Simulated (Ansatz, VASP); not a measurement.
BaZrO3: VASP beside Ansatz

```xyz
5
Lattice="4.1913 0.0000 0.0000 0.0000 4.1913 0.0000 0.0000 0.0000 4.1913" Properties=species:S:1:pos:R:3 pbc="T T T"
Ba    0.0000    0.0000    0.0000
Zr    2.0957    2.0957    2.0957
O     2.0957    2.0957    0.0000
O     2.0957    0.0000    2.0957
O     0.0000    2.0957    2.0957
```

Alike in both runs: task relaxation of cell and atoms; functional PBE; k mesh 6 × 6 × 6; occupations fermi-dirac, width 0.05 eV; no spin polarisation.

|  | VASP | Ansatz |
| --- | --- | --- |
| version | VASP 6.6.1 | Ansatz 0.2.0 |
| potentials or method | VASP PAW PBE potentials, release 64 (Ba_sv, Zr_sv, O) | Ansatz PAW |
| plane-wave cutoff (eV) | 600 | 420 |
| valence electrons in the cell | 40 | 40 |

Ansatz gave:

| Quantity | Value |
| --- | --- |
| gap on the k mesh at the Fermi level, each at its own relaxed structure (eV) | 3.18 |
| relaxed volume (Å³/atom) | 15.11 |
| relaxed length of the cell vector where the two differ most in proportion (Å) | 4.227 |

Estimate VASP's values.

gap on the k mesh at the Fermi level, each at its own relaxed structure (eV): 3.12; relaxed volume (Å³/atom): 15.19; relaxed length of the cell vector where the two differ most in proportion (Å): 4.235.

Neither program's run includes spin-orbit coupling. Noted on Ansatz's run: the plane-wave basis is chosen anew once the cell has moved, so the energies of steps on either side of that aren't comparable.
